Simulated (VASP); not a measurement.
# GaN (P6_3mc) in VASP: settings compared

GaN is run at these levels: revPBE+D3(BJ), PBE, RPBE, r2SCAN+rVV10; tasks: single point.

Everything below comes from runs of VASP 6.6.1. Logs are shortened: lines on timing, memory, paths and dates and some standing lists are left out, and cuts for length are marked.

**Experimental background.**

“Studying electronic properties in GaN without electrical contacts using γ-γ vs e−-γ Perturbed Angular Correlations”, 2019, pmc:6823545 quotes, for a bulk crystal of GaN: band gap 3.503 ± 0.005 eV (direct).

The results are compared with them further down.

## Step 1: The cell of the first run

The structure is hexagonal, space group P6_3mc (No. 186). Conventional cell: a = 3.192 Å, b = 3.192 Å, c = 5.202 Å, α = 90.00°, β = 90.00°, γ = 120.00°. Ga (site symmetry 3m) has 4 N at 1.95 to 1.96 Å within 2.6 Å. N (site symmetry 3m) has 4 Ga at 1.95 to 1.96 Å within 2.6 Å.

## Step 2: Single point, revPBE+D3(BJ)

INCAR reads:

```
SYSTEM = GaN
PREC = Accurate
ENCUT = 520
EDIFF = 1E-6
ISMEAR = 0
SIGMA = 0.01
LREAL = .False.
LASPH = .True.
NELM = 80
ALGO = Normal
ISIF = 2
LWAVE = .False.
LCHARG = .False.
GGA = RE
IVDW = 12
NBANDS = 26
```

KPOINTS reads:

```
Automatic mesh
0
Gamma
  6 6 4
  0 0 0
```

POSCAR reads:

```
GaN
1.0
    3.1924543004      0.0000000000      0.0000000000
   -1.5962271502      2.7647465246      0.0000000000
    0.0000000000      0.0000000000      5.2020779777
Ga N
2 2
Direct
    0.3333333333      0.6666666667     -0.0007974621
    0.6666666667      0.3333333333      0.4992025379
    0.3333333333      0.6666666667      0.3757974621
    0.6666666667      0.3333333333      0.8757974621
```

Potentials or basis: VASP PAW PBE potentials, release 64 (Ga_d, N).

On the command line:

```sh
$ cat potpaw_PBE.64/Ga_d/POTCAR potpaw_PBE.64/N/POTCAR > POTCAR
$ mpirun -np 1 vasp_std > vasp.out
```

OUTCAR:

```text
SYSTEM = GaN
   PREC = Accurate
   ENCUT = 520
   EDIFF = 1E-6
   ISMEAR = 0
   LREAL = .False.
   LASPH = .True.
   NELM = 80
   ISIF = 2
   GGA = RE
   IVDW = 12
 IVDW          = 12

 ion  position               nearest neighbor table
   1  0.333  0.667  0.999-   4 1.95   4 1.95   4 1.95   3 1.96
   2  0.667  0.333  0.499-   3 1.95   3 1.95   3 1.95   4 1.96
   3  0.333  0.667  0.376-   2 1.95   2 1.95   2 1.95   1 1.96
   4  0.667  0.333  0.876-   1 1.95   1 1.95   1 1.95   2 1.96

  LATTYP: Found a hexagonal cell.
 ALAT       =     3.1924543004
 C/A-ratio  =     1.6294917603

  Lattice vectors:

 A1 = (   3.1924543004,   0.0000000000,   0.0000000000)
 A2 = (  -1.5962271502,   2.7647465246,   0.0000000000)
 A3 = (   0.0000000000,   0.0000000000,   5.2020779777)

Analysis of symmetry for initial positions (statically):
=====================================================================
 Subroutine PRICEL returns:
 Original cell was already a primitive cell.

 Routine SETGRP: Setting up the symmetry group for a
 hexagonal supercell.

 Subroutine GETGRP returns: Found 12 space group operations
 (whereof  6 operations were pure point group operations)
 out of a pool of 24 trial point group operations.

The static configuration has the point symmetry C_3v.
 The point group associated with its full space group is C_6v.

Analysis of symmetry for dynamics (positions and initial velocities):
=====================================================================
 Subroutine PRICEL returns:
 Original cell was already a primitive cell.

 Routine SETGRP: Setting up the symmetry group for a
 hexagonal supercell.

 Subroutine GETGRP returns: Found 12 space group operations
 (whereof  6 operations were pure point group operations)
 out of a pool of 24 trial point group operations.

The dynamic configuration has the point symmetry C_3v.
 The point group associated with its full space group is C_6v.

 Subroutine INISYM returns: Found 12 space group operations
 (whereof  6 operations are pure point group operations),
 and found     1 'primitive' translations

----------------------------------------------------------------------------------------

                                     Primitive cell

  volume of cell :      45.9152

  direct lattice vectors                    reciprocal lattice vectors
     3.192454300  0.000000000  0.000000000     0.313238626  0.180848405  0.000000000
    -1.596227150  2.764746525  0.000000000     0.000000000  0.361696811  0.000000000
     0.000000000  0.000000000  5.202077978     0.000000000  0.000000000  0.192230875

  length of vectors
     3.192454300  3.192454300  5.202077978     0.361696811  0.361696811  0.192230875

  position of ions in fractional coordinates (direct lattice)
     0.333333333  0.666666667  0.999202538
     0.666666667  0.333333333  0.499202538
     0.333333333  0.666666667  0.375797462
     0.666666667  0.333333333  0.875797462

  ion indices of the primitive-cell ions
   primitive index   ion index
                 1           1
                 2           2
                 3           3
                 4           4

----------------------------------------------------------------------------------------

 KPOINTS: Automatic mesh

Automatic generation of k-mesh.
 Grid dimensions read from file:
 generate k-points for:    6    6    4

 Generating k-lattice:

  Cartesian coordinates                     Fractional coordinates (reciprocal lattice)
     0.052206438  0.030141401  0.000000000     0.166666667  0.000000000  0.000000000
     0.000000000  0.060282802  0.000000000     0.000000000  0.166666667  0.000000000
     0.000000000  0.000000000  0.048057719     0.000000000  0.000000000  0.250000000

  Length of vectors
     0.060282802  0.060282802  0.048057719

  Shift w.r.t. Gamma in fractional coordinates (k-lattice)
     0.000000000  0.000000000  0.000000000

 Subroutine IBZKPT returns following result:
 ===========================================

 Found     21 irreducible k-points:

 Following reciprocal coordinates:
            Coordinates               Weight
  0.000000  0.000000  0.000000      1.000000
  0.166667  0.000000  0.000000      6.000000
  0.333333  0.000000  0.000000      6.000000
  0.500000  0.000000  0.000000      3.000000
  0.166667  0.166667  0.000000      6.000000
  0.333333  0.166667  0.000000     12.000000
[... 13 lines left out ...]
  0.333333  0.166667  0.500000     12.000000
  0.333333  0.333333  0.500000      2.000000
   k-points           NKPTS =     21   k-points in BZ     NKDIM =     21   number of bands    NBANDS=     26
   number of dos      NEDOS =    301   number of ions     NIONS =      4
   total plane-waves  NPLWV =  23040
   dimension x,y,z NGX =    24 NGY =   24 NGZ =   40
   dimension x,y,z NGXF=    48 NGYF=   48 NGZF=   80
   ions per type =               2   2
   NGX,Y,Z   is equivalent  to a cutoff of  12.50, 12.50, 12.78 a.u.
   NGXF,Y,Z  is equivalent  to a cutoff of  25.00, 25.00, 25.57 a.u.
 SYSTEM =  GaN
   PREC   = accura    normal or accurate (medium, high low for compatibility)
   ISTART =      0    job   : 0-new  1-cont  2-samecut
   ICHARG =      2    charge: 1-file 2-atom 10-const
   ISPIN  =      1    spin polarized calculation?
   LNONCOLLINEAR =      F non collinear calculations
   LSORBIT =      F    spin-orbit coupling
   LASPH  =      T    aspherical Exc in radial PAW
   ENCUT  =  520.0 eV  38.22 Ry    6.18 a.u.   5.94  5.94  9.67*2*pi/ulx,y,z
   NELM   =     80;   NELMIN=  2; NELMDL= -5     # of ELM steps
   EDIFF  = 0.1E-05   stopping-criterion for ELM
   LREAL  =      F    real-space projection
   EDIFFG = 0.1E-04   stopping-criterion for IOM
   NSW    =      0    number of steps for IOM
   IBRION =     -1    ionic relax: 0-MD 1-quasi-New 2-CG
   NFREE  =      0    steps in history (QN), initial steepest desc. (CG)
   ISIF   =      2    stress and relaxation
   ISYM   =      2    0-nonsym 1-usesym 2-fastsym
   POTIM  = 0.5000    time-step for ionic-motion
   TEBEG  =    0.0;   TEEND  =   0.0 temperature during run
   PSTRESS=    0.0 pullay stress
   NELECT =      36.0000    total number of electrons
   NUPDOWN=      -1.0000    fix difference up-down
   EMIN   =  10.00;   EMAX   =-10.00  energy-range for DOS
   EFERMI =   0.00;   METHOD = LEGACY
   ISMEAR =     0;   SIGMA  =   0.01  broadening in eV -4-tet -1-fermi 0-gaus
   EFERMI_NEDOS =   21; number of points for ismear=-14 and -15
   IALGO  =     38    algorithm
   IMIX   =      4    mixing-type and parameters
     AMIX     =   0.40;   BMIX     =  1.00
     AMIX_MAG =   1.60;   BMIX_MAG =  1.00
  volume/ion in A,a.u.               =      11.48        77.46
  Fermi-wavevector in a.u.,A,eV,Ry     =   1.509582  2.852696 31.005471  2.278838
  Thomas-Fermi vector in A             =   2.619885
   LORBIT       =      0    0 simple, 1 ext, 2 COOP (PROOUT), +10 PAW based schemes
   GGA     = RE    functional components
   LHFCALC =     F    Hartree Fock is set to
   AEXX    =    0.0000 exact exchange contribution
   IVDW    =    12    specifies the selected vdW correction
   LEPSILON=     F    determine dielectric tensor
   LRPA    =     F    only Hartree local field effects (RPA)
 non-spin polarized calculation
 Gauss-broadening in eV      SIGMA  =   0.01
  energy-cutoff  :      520.00
  volume of cell :       45.92
 maximum number of plane-waves:      1272
 NGX is ok and might be reduce to    24
   NGX = 11   NGY = 11   NGZ = 19

 number of electron      35.9999977 magnetization

 Free energy of the ion-electron system (eV)
  ---------------------------------------------------
  ext. energy  EPLUGINS =         0.00000000
  ---------------------------------------------------
  free energy    TOTEN  =       -22.89840243 eV

  energy without entropy =      -22.89840243  energy(sigma->0) =      -22.89840243

 E-fermi :   5.4272     XC(G=0): -11.4982

 val. band max:        5.3694327851   @ k =   0.0000   0.0000   0.0000
 cond. band min:       7.2872129933   @ k =   0.0000   0.0000   0.0000
 fundamental gap:      1.9177802082
 Fermi energy:         5.4271620701

 k-point     1 :       0.0000    0.0000    0.0000
  band No.  band energies     occupation
      1     -10.5996      2.00000
      2      -9.6993      2.00000
      3      -8.0732      2.00000
      4      -8.0580      2.00000
      5      -8.0580      2.00000
      6      -7.9977      2.00000
[... 18 lines left out ...]
     25      17.0870      0.00000
     26      17.0870      0.00000

 k-point     2 :       0.1667    0.0000    0.0000
  band No.  band energies     occupation
      1     -10.3496      2.00000
      2      -9.6387      2.00000
      3      -8.0434      2.00000
      4      -8.0239      2.00000
      5      -7.9785      2.00000
      6      -7.9482      2.00000
[... 18 lines left out ...]
     25      16.7624      0.00000
     26      17.6043      0.00000

 k-point     3 :       0.3333    0.0000    0.0000
  band No.  band energies     occupation
      1      -9.8902      2.00000
      2      -9.5564      2.00000
      3      -8.0060      2.00000
      4      -7.9876      2.00000
      5      -7.9060      2.00000
      6      -7.8493      2.00000
[... 18 lines left out ...]
     25      17.0189      0.00000
     26      18.5305      0.00000

 k-point     4 :       0.5000    0.0000    0.0000
  band No.  band energies     occupation
      1      -9.7093      2.00000
      2      -9.5344      2.00000
      3      -8.0086      2.00000
      4      -7.9851      2.00000
      5      -7.8891      2.00000
      6      -7.8485      2.00000
[... 18 lines left out ...]
     25      17.8610      0.00000
     26      18.6965      0.00000

 k-point     5 :       0.1667    0.1667    0.0000
  band No.  band energies     occupation
      1      -9.9945      2.00000
      2      -9.5725      2.00000
      3      -8.0111      2.00000
      4      -7.9885      2.00000
      5      -7.9219      2.00000
      6      -7.8971      2.00000
[... 18 lines left out ...]
     25      16.4262      0.00000
     26      18.6789      0.00000

 k-point     6 :       0.3333    0.1667    0.0000
  band No.  band energies     occupation
      1      -9.6990      2.00000
      2      -9.5392      2.00000
      3      -8.0303      2.00000
      4      -7.9501      2.00000
      5      -7.8616      2.00000
      6      -7.8479      2.00000
[... 340 lines left out ...]
 k-point    18 :       0.5000    0.0000    0.5000
  band No.  band energies     occupation
      1      -9.5719      2.00000
      2      -9.5719      2.00000
      3      -8.0092      2.00000
      4      -8.0092      2.00000
      5      -7.8895      2.00000
      6      -7.8895      2.00000
[... 18 lines left out ...]
     25      17.6145      0.00000
     26      17.6145      0.00000

 k-point    19 :       0.1667    0.1667    0.5000
  band No.  band energies     occupation
      1      -9.7025      2.00000
      2      -9.7025      2.00000
      3      -7.9734      2.00000
      4      -7.9734      2.00000
      5      -7.9482      2.00000
      6      -7.9482      2.00000
[... 18 lines left out ...]
     25      17.1545      0.00000
     26      17.1545      0.00000

 k-point    20 :       0.3333    0.1667    0.5000
  band No.  band energies     occupation
      1      -9.5674      2.00000
      2      -9.5674      2.00000
      3      -7.9749      2.00000
      4      -7.9749      2.00000
      5      -7.9090      2.00000
      6      -7.9090      2.00000
[... 18 lines left out ...]
     25      17.8228      0.00000
     26      17.8228      0.00000

 k-point    21 :       0.3333    0.3333    0.5000
  band No.  band energies     occupation
      1      -9.5305      2.00000
      2      -9.5305      2.00000
      3      -7.9391      2.00000
      4      -7.9391      2.00000
      5      -7.9240      2.00000
      6      -7.9240      2.00000
[... 18 lines left out ...]
     25      19.4115      0.00000
     26      19.4178      0.00000

------------------------ aborting loop because EDIFF is reached ----------------------------------------

 Edisp (eV)   -1.95340

 E8    (eV) :    -1.3134

  FORCE on cell =-STRESS in cart. coord.  units (eV):
  Direction    XX          YY          ZZ          XY          YZ          ZX
  --------------------------------------------------------------------------------------
  -------------------------------------------------------------------------------------
  Total      -0.04789    -0.04789    -0.03590     0.00000    -0.00000     0.00000
  in kB      -1.67103    -1.67103    -1.25284     0.00000    -0.00000     0.00000
  external pressure =       -1.53 kB  Pullay stress =        0.00 kB

 VOLUME and BASIS-vectors are now :
 -----------------------------------------------------------------------------
  energy-cutoff  :      520.00
  volume of cell :       45.92
      direct lattice vectors                 reciprocal lattice vectors
     3.192454300  0.000000000  0.000000000     0.313238626  0.180848405  0.000000000
    -1.596227150  2.764746525  0.000000000     0.000000000  0.361696811  0.000000000
     0.000000000  0.000000000  5.202077978     0.000000000  0.000000000  0.192230875

 POSITION                                       TOTAL-FORCE (eV/Angst)
 -----------------------------------------------------------------------------------
     -0.00000      1.84316      5.19793        -0.000000      0.000000      0.001560
      1.59623      0.92158      2.59689        -0.000000     -0.000000      0.001560
     -0.00000      1.84316      1.95493         0.000000     -0.000000     -0.001560
      1.59623      0.92158      4.55597         0.000000     -0.000000     -0.001560
 -----------------------------------------------------------------------------------
    total drift:                               -0.000001     -0.000001     -0.001514

  FREE ENERGIE OF THE ION-ELECTRON SYSTEM (eV)
  ---------------------------------------------------
  free  energy   TOTEN  =       -24.8517994069 eV

  energy  without entropy=      -24.8517994069  energy(sigma->0) =      -24.85179941
```

Run time: 26 s. Hardware: 1 thread of Intel Xeon 8259CL, shared host; peak memory 0.18 GiB.

What came out:

```
Free energy                : -24.8518 eV
Pressure                   : -0.2 GPa
Band gap on the k mesh     : 1.92 eV
Dispersion energy per atom : -0.488 eV
```

Caveat: the PAW data sets were made with another functional, which shifts forces and pressure a little.

## Step 3: Single point, PBE

This run uses another cell than the first one, of 11.75 Å³/atom.

INCAR reads:

```
SYSTEM = GaN
PREC = Accurate ; ENCUT = 520
EDIFF = 1E-6 ; ISMEAR = 0
SIGMA = 0.01 ; LREAL = .False.
LASPH = .True. ; NELM = 60
ALGO = Normal ; ISIF = 2
LWAVE = .False. ; LCHARG = .False.
GGA = PE ; NBANDS = 26
```

KPOINTS reads:

```
regular mesh
0
Gamma
  6 6 4
  0 0 0
```

POSCAR reads:

```
GaN
1.0
    3.2182002575      0.0000000000      0.0000000000
   -1.6091001287      2.7870431774      0.0000000000
    0.0000000000      0.0000000000      5.2417683374
Ga N
2 2
Direct
    0.3333333333      0.6666666667     -0.0009351859
    0.6666666667      0.3333333333      0.4990648141
    0.3333333333      0.6666666667      0.3759351859
    0.6666666667      0.3333333333      0.8759351859
```

Potentials or basis: VASP PAW PBE potentials, release 64 (Ga_d, N).

On the command line:

```sh
$ cat potpaw_PBE.64/Ga_d/POTCAR potpaw_PBE.64/N/POTCAR > POTCAR
$ mpirun -np 1 vasp_std > vasp.out
```

It took 28 s on 1 thread of Intel Xeon 8259CL, shared host; peak memory 0.17 GiB.

The run converged. Its results:

```yaml
Free_energy: -24.3231 eV
Pressure: 0.2 GPa
Largest_force: 0.006 eV/Å
Band_gap_on_the_k_mesh: 1.72 eV
```

Forces in eV/Å, atoms in the order of the input:
```
Ga   0.000  0.000  0.006
Ga   0.000  0.000  0.006
N    0.000  0.000 -0.006
N    0.000  0.000 -0.006
```

Levels at points of the mesh, in eV from the valence-band top:
```tsv
k point	band 16	band 17	band 18	band 19	band 20	band 21
(0.00, 0.00, 0.00)	-0.03	0.00	0.00	1.72	4.06	9.03
(0.50, 0.00, 0.00)	-2.64	-2.11	-0.96	4.98	5.38	5.98
(0.00, 0.00, 0.50)	-0.51	-0.51	-0.51	4.06	4.06	8.31
(0.50, 0.00, 0.50)	-1.87	-1.83	-1.83	4.31	4.31	7.58
```

## Step 4: Single point, RPBE

This run uses another cell than the first one, of 12.03 Å³/atom.

INCAR reads:

```
ALGO = Normal ; EDIFF = 1E-6
ENCUT = 520 ; GGA = RP
ISIF = 2 ; ISMEAR = 0
LASPH = True ; LCHARG = False
LREAL = False ; LWAVE = False
NBANDS = 26 ; NELM = 60
PREC = Accurate ; SIGMA = 0.01
```

KPOINTS reads:

```
k-points
0
Gamma
  6 6 4
```

POSCAR reads:

```
GaN
1.0
    3.2440545907      0.0000000000      0.0000000000
   -1.6220272953      2.8094336868      0.0000000000
    0.0000000000      0.0000000000      5.2817412001
Ga N
2 2
Direct
    0.3333333333      0.6666666667     -0.0009604165
    0.6666666667      0.3333333333      0.4990395835
    0.3333333333      0.6666666667      0.3759604165
    0.6666666667      0.3333333333      0.8759604165
```

On the command line:

```sh
$ cat potpaw_PBE.64/Ga_d/POTCAR potpaw_PBE.64/N/POTCAR > POTCAR
$ mpirun -np 1 vasp_std > vasp.out
```

It took 34 s on 1 thread of Intel Xeon 8259CL, shared host; peak memory 0.17 GiB.

Results (log left out):

- Free energy: -22.6886 eV
- Pressure: -0.1 GPa
- Band gap on the k mesh: 1.62 eV

Levels at points of the mesh, in eV from the valence-band top:
```
           k point  band 14  band 15  band 16  band 17  band 18  band 19  band 20  band 21  band 22  band 23
(0.00, 0.00, 0.00)    -0.97    -0.97    -0.03     0.00     0.00     1.62     3.99     9.00     9.66     9.66
(0.50, 0.00, 0.00)    -5.08    -3.94    -2.55    -2.03    -0.93     5.00     5.29     6.02     8.25    10.11
(0.00, 0.00, 0.50)    -3.73    -0.50    -0.50    -0.50    -0.50     3.98     3.98     8.28     8.28    10.17
(0.50, 0.00, 0.50)    -6.29    -1.81    -1.81    -1.77    -1.77     4.32     4.32     7.51     7.51     9.77
```

Caveat: the PAW data sets were made with another functional, which shifts forces and pressure a little.

(Part 1 of 2 ends here.)
